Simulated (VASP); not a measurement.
# K (Pm-3m) in VASP: a series of runs

Aim: see how the results for K move with the level of theory and the settings. Levels: PBE, RPBE. Tasks: single point.

Everything below comes from runs of VASP 6.6.1. Logs are shortened: lines on timing, memory, paths and dates and some standing lists are left out, and cuts for length are marked.

**1. The cell of the first run**

It takes space group Pm-3m (No. 221, cubic). Conventional cell: a = 4.310 Å, b = 4.310 Å, c = 4.310 Å, α = 90.00°, β = 90.00°, γ = 90.00°. Within 5.7 Å of K (site symmetry m-3m) lie 6 K at 4.31 Å.

**2. Single point, PBE**

INCAR reads:

```
PREC = Accurate ; ENCUT = 520
EDIFF = 1E-7 ; ISMEAR = -1
SIGMA = 0.05 ; LREAL = False
LASPH = True ; NELM = 100
ALGO = Fast ; ISIF = 2
LWAVE = False ; LCHARG = False
GGA = PE ; NBANDS = 10
```

KPOINTS reads:

```
Automatic mesh
0
Gamma
  6 6 6
```

POSCAR reads:

```
K
1.0
    4.3104394900      0.0000000000      0.0000000000
    0.0000000000      4.3104394900      0.0000000000
    0.0000000000      0.0000000000      4.3104394900
K
1
Direct
    0.0000000000      0.0000000000      0.0000000000
```

Potentials or basis: VASP PAW PBE potentials, release 64 (K_sv).

The run is started by

```sh
$ cat potpaw_PBE.64/K_sv/POTCAR > POTCAR
$ mpirun -np 1 vasp_std > vasp.out
```

OUTCAR:

```text
PREC = Accurate
   ENCUT = 520
   EDIFF = 1E-7
   ISMEAR = -1
   LREAL = False
   LASPH = True
   NELM = 100
   ISIF = 2
   GGA = PE

 ion  position               nearest neighbor table
   1  0.000  0.000  0.000-

  LATTYP: Found a simple cubic cell.
 ALAT       =     4.3104394900

  Lattice vectors:

 A1 = (   4.3104394900,   0.0000000000,   0.0000000000)
 A2 = (   0.0000000000,   4.3104394900,   0.0000000000)
 A3 = (   0.0000000000,   0.0000000000,   4.3104394900)

Analysis of symmetry for initial positions (statically):
=====================================================================
 Subroutine PRICEL returns:
 Original cell was already a primitive cell.

 Routine SETGRP: Setting up the symmetry group for a
 simple cubic supercell.

 Subroutine GETGRP returns: Found 48 space group operations
[... 9 lines left out ...]

 Routine SETGRP: Setting up the symmetry group for a
 simple cubic supercell.

 Subroutine GETGRP returns: Found 48 space group operations
[... 11 lines left out ...]
                                     Primitive cell

  volume of cell :      80.0875

  direct lattice vectors                    reciprocal lattice vectors
     4.310439490  0.000000000  0.000000000     0.231994905  0.000000000  0.000000000
     0.000000000  4.310439490  0.000000000     0.000000000  0.231994905  0.000000000
     0.000000000  0.000000000  4.310439490     0.000000000  0.000000000  0.231994905

  length of vectors
     4.310439490  4.310439490  4.310439490     0.231994905  0.231994905  0.231994905

  position of ions in fractional coordinates (direct lattice)
     0.000000000  0.000000000  0.000000000

  ion indices of the primitive-cell ions
   primitive index   ion index
                 1           1

----------------------------------------------------------------------------------------

 KPOINTS: Automatic mesh

Automatic generation of k-mesh.
 Grid dimensions read from file:
 generate k-points for:    6    6    6

 Generating k-lattice:

  Cartesian coordinates                     Fractional coordinates (reciprocal lattice)
     0.038665818  0.000000000  0.000000000     0.166666667  0.000000000  0.000000000
     0.000000000  0.038665818  0.000000000     0.000000000  0.166666667  0.000000000
[... 51 lines left out ...]
   ENCUT  =  520.0 eV  38.22 Ry    6.18 a.u.   8.01  8.01  8.01*2*pi/ulx,y,z
   NELM   =    100;   NELMIN=  2; NELMDL= -5     # of ELM steps
   EDIFF  = 0.1E-06   stopping-criterion for ELM
   LREAL  =      F    real-space projection
   EDIFFG = 0.1E-05   stopping-criterion for IOM
   NSW    =      0    number of steps for IOM
   IBRION =     -1    ionic relax: 0-MD 1-quasi-New 2-CG
   NFREE  =      0    steps in history (QN), initial steepest desc. (CG)
   ISIF   =      2    stress and relaxation
   ISYM   =      2    0-nonsym 1-usesym 2-fastsym
   POTIM  = 0.5000    time-step for ionic-motion
   TEBEG  =    0.0;   TEEND  =   0.0 temperature during run
   PSTRESS=    0.0 pullay stress
   NELECT =       9.0000    total number of electrons
   NUPDOWN=      -1.0000    fix difference up-down
   EMIN   =  10.00;   EMAX   =-10.00  energy-range for DOS
   EFERMI =   0.00;   METHOD = LEGACY
   ISMEAR =    -1;   SIGMA  =   0.05  broadening in eV -4-tet -1-fermi 0-gaus
   EFERMI_NEDOS =   21; number of points for ismear=-14 and -15
   IALGO  =     68    algorithm
   IMIX   =      4    mixing-type and parameters
     AMIX     =   0.40;   BMIX     =  1.00
     AMIX_MAG =   1.60;   BMIX_MAG =  1.00
  volume/ion in A,a.u.               =      80.09       540.46
  Fermi-wavevector in a.u.,A,eV,Ry     =   0.790013  1.492908  8.491671  0.624120
  Thomas-Fermi vector in A             =   1.895269
   LORBIT       =      0    0 simple, 1 ext, 2 COOP (PROOUT), +10 PAW based schemes
   GGA     = PE    functional components
   LHFCALC =     F    Hartree Fock is set to
   AEXX    =    0.0000 exact exchange contribution
   IVDW    =     0    specifies the selected vdW correction
   LEPSILON=     F    determine dielectric tensor
   LRPA    =     F    only Hartree local field effects (RPA)
 non-spin polarized calculation
 RMM-DIIS sequential band-by-band and
  energy-cutoff  :      520.00
  volume of cell :       80.09
 maximum number of plane-waves:      2178
   NGX = 17   NGY = 17   NGZ = 17

 number of electron       9.0000003 magnetization

 Free energy of the ion-electron system (eV)
  ---------------------------------------------------
  ext. energy  EPLUGINS =         0.00000000
  ---------------------------------------------------
  free energy    TOTEN  =        -0.93909516 eV

  energy without entropy =       -0.92912695  energy(sigma->0) =       -0.93411106

 E-fermi :  -0.2064     XC(G=0):  -5.4401

 val. band max:       -0.3175494774   @ k =   0.5000   0.0000   0.0000
 cond. band min:      -0.2041501686   @ k =   0.3333   0.3333   0.1667
 fundamental gap:      0.1133993088
 Fermi energy:        -0.2063523175

 k-point     1 :       0.0000    0.0000    0.0000
  band No.  band energies     occupation
      1     -32.6145      2.00000
      2     -16.0561      2.00000
      3     -16.0561      2.00000
      4     -16.0561      2.00000
      5      -2.3182      2.00000
      6       2.6202      0.00000
      7       2.6202      0.00000
      8       5.9304      0.00000
      9       6.0199      0.00000
     10       6.0417      0.00000
[... 235 lines left out ...]
 k-point    20 :       0.5000    0.5000    0.5000
  band No.  band energies     occupation
      1     -32.6024      2.00000
      2     -16.1194      2.00000
      3     -16.1194      2.00000
      4     -16.1194      2.00000
      5       2.0235      0.00000
      6       2.0235      0.00000
      7       2.0235      0.00000
      8       3.9787      0.00000
      9       3.9999      0.00000
     10       3.9999      0.00000

------------------------ aborting loop because EDIFF is reached ----------------------------------------

  FORCE on cell =-STRESS in cart. coord.  units (eV):
  Direction    XX          YY          ZZ          XY          YZ          ZX
  --------------------------------------------------------------------------------------
  -------------------------------------------------------------------------------------
  Total       -0.0212478     -0.0212478     -0.0212478      0.0000000      0.0000000     -0.0000000
  in kB       -0.4250694     -0.4250694     -0.4250694      0.0000000      0.0000000     -0.0000000
  external PRESSURE =      -0.4250694 kB  Pullay stress =       0.0000000 kB

 VOLUME and BASIS-vectors are now :
 -----------------------------------------------------------------------------
  energy-cutoff  :      520.00
  volume of cell :       80.09
      direct lattice vectors                 reciprocal lattice vectors
     4.310439490  0.000000000  0.000000000     0.231994905  0.000000000  0.000000000
     0.000000000  4.310439490  0.000000000     0.000000000  0.231994905  0.000000000
     0.000000000  0.000000000  4.310439490     0.000000000  0.000000000  0.231994905

 POSITION                                       TOTAL-FORCE (eV/Angst)
 -----------------------------------------------------------------------------------
      0.00000      0.00000      0.00000         0.000000      0.000000      0.000000
 -----------------------------------------------------------------------------------
    total drift:                                0.000000      0.000000      0.000000

  FREE ENERGIE OF THE ION-ELECTRON SYSTEM (eV)
  ---------------------------------------------------
  free  energy   TOTEN  =        -0.9390951622 eV

  energy  without entropy=       -0.9291269537  energy(sigma->0) =       -0.93411106
```

Wall time 20 s (1 thread of AMD EPYC 7R43 (Zen 3), shared host); peak memory 0.13 GiB.

Results:

| Quantity | Value |
| --- | --- |
| Free energy | -0.9391 eV |
| Pressure | 0.0 GPa |

**3. Single point, RPBE**

INCAR reads:

```
PREC = Accurate
ENCUT = 500
EDIFF = 1E-6
ISMEAR = 0
SIGMA = 0.02
LREAL = F
LASPH = T
NELM = 120
ALGO = Normal
ISIF = 2
LWAVE = F
LCHARG = F
GGA = RP
NBANDS = 10
GGA_COMPAT = F
```

KPOINTS is that of step 2.

POSCAR is that of step 2.

Potentials or basis: VASP PAW PBE potentials, release 64 (K_sv).

The run is started by

```sh
$ cat potpaw_PBE.64/K_sv/POTCAR > POTCAR
$ mpirun -np 1 vasp_std > vasp.out
```

OUTCAR:

```text
PREC = Accurate
   ENCUT = 500
   EDIFF = 1E-6
   ISMEAR = 0
   LREAL = F
   LASPH = T
   NELM = 120
   ISIF = 2
   GGA = RP

 ion  position               nearest neighbor table
   1  0.000  0.000  0.000-

  LATTYP: Found a simple cubic cell.
 ALAT       =     4.3104394900

  Lattice vectors:

 A1 = (   4.3104394900,   0.0000000000,   0.0000000000)
 A2 = (   0.0000000000,   4.3104394900,   0.0000000000)
 A3 = (   0.0000000000,   0.0000000000,   4.3104394900)

Analysis of symmetry for initial positions (statically):
=====================================================================
 Subroutine PRICEL returns:
 Original cell was already a primitive cell.

 Routine SETGRP: Setting up the symmetry group for a
 simple cubic supercell.

 Subroutine GETGRP returns: Found 48 space group operations
[... 9 lines left out ...]

 Routine SETGRP: Setting up the symmetry group for a
 simple cubic supercell.

 Subroutine GETGRP returns: Found 48 space group operations
[... 11 lines left out ...]
                                     Primitive cell

[... 135 lines left out ...]
 cond. band min:      -0.0060109454   @ k =   0.5000   0.0000   0.0000
 fundamental gap:      0.0784027967
 Fermi energy:        -0.0844136709

 k-point     1 :       0.0000    0.0000    0.0000
  band No.  band energies     occupation
      1     -32.6176      2.00000
      2     -16.0173      2.00000
      3     -16.0173      2.00000
      4     -16.0173      2.00000
      5      -2.1852      2.00000
      6       2.7892      0.00000
      7       2.7892      0.00000
      8       6.0211      0.00000
      9       6.0222      0.00000
     10       6.0267      0.00000
[... 235 lines left out ...]
 k-point    20 :       0.5000    0.5000    0.5000
  band No.  band energies     occupation
      1     -32.6059      2.00000
      2     -16.0784      2.00000
      3     -16.0784      2.00000
      4     -16.0784      2.00000
      5       2.1442      0.00000
      6       2.1442      0.00000
      7       2.1442      0.00000
      8       3.9929      0.00000
      9       4.1885      0.00000
     10       4.1885      0.00000

------------------------ aborting loop because EDIFF is reached ----------------------------------------

  FORCE on cell =-STRESS in cart. coord.  units (eV):
  Direction    XX          YY          ZZ          XY          YZ          ZX
  --------------------------------------------------------------------------------------
  -------------------------------------------------------------------------------------
  Total        0.1015198      0.1015198      0.1015198      0.0000000      0.0000000     -0.0000000
  in kB        2.0309380      2.0309380      2.0309380      0.0000000      0.0000000     -0.0000000
  external PRESSURE =       2.0309380 kB  Pullay stress =       0.0000000 kB

 VOLUME and BASIS-vectors are now :
 -----------------------------------------------------------------------------
  energy-cutoff  :      500.00
  volume of cell :       80.09
      direct lattice vectors                 reciprocal lattice vectors
     4.310439490  0.000000000  0.000000000     0.231994905  0.000000000  0.000000000
     0.000000000  4.310439490  0.000000000     0.000000000  0.231994905  0.000000000
     0.000000000  0.000000000  4.310439490     0.000000000  0.000000000  0.231994905

 POSITION                                       TOTAL-FORCE (eV/Angst)
 -----------------------------------------------------------------------------------
      0.00000      0.00000      0.00000         0.000000      0.000000      0.000000
 -----------------------------------------------------------------------------------
    total drift:                               -0.000000     -0.000000      0.000000

  FREE ENERGIE OF THE ION-ELECTRON SYSTEM (eV)
  ---------------------------------------------------
  free  energy   TOTEN  =        -0.8220180804 eV

  energy  without entropy=       -0.8207642981  energy(sigma->0) =       -0.82139119
```

It took 14 s on 1 thread of Intel Xeon 8259CL, shared host; peak memory 0.17 GiB.

What came out:

- Free energy: -0.8220 eV
- Pressure: 0.2 GPa

Levels at points of the mesh, in eV from the Fermi level:
```tsv
k point	band 1	band 2	band 3	band 4	band 5	band 6	band 7	band 8
(0.00, 0.00, 0.00)	-32.53	-15.93	-15.93	-15.93	-2.10	2.87	2.87	6.11
(0.50, 0.00, 0.00)	-32.53	-16.01	-15.93	-15.93	-0.06	0.08	3.49	4.61
(0.50, 0.50, 0.00)	-32.53	-16.00	-16.00	-15.92	1.05	2.08	2.08	2.09
(0.50, 0.50, 0.50)	-32.52	-15.99	-15.99	-15.99	2.23	2.23	2.23	4.08
```

Caveat: the PAW data sets were made with another functional, which shifts forces and pressure a little.

[end of part 1 of 2]
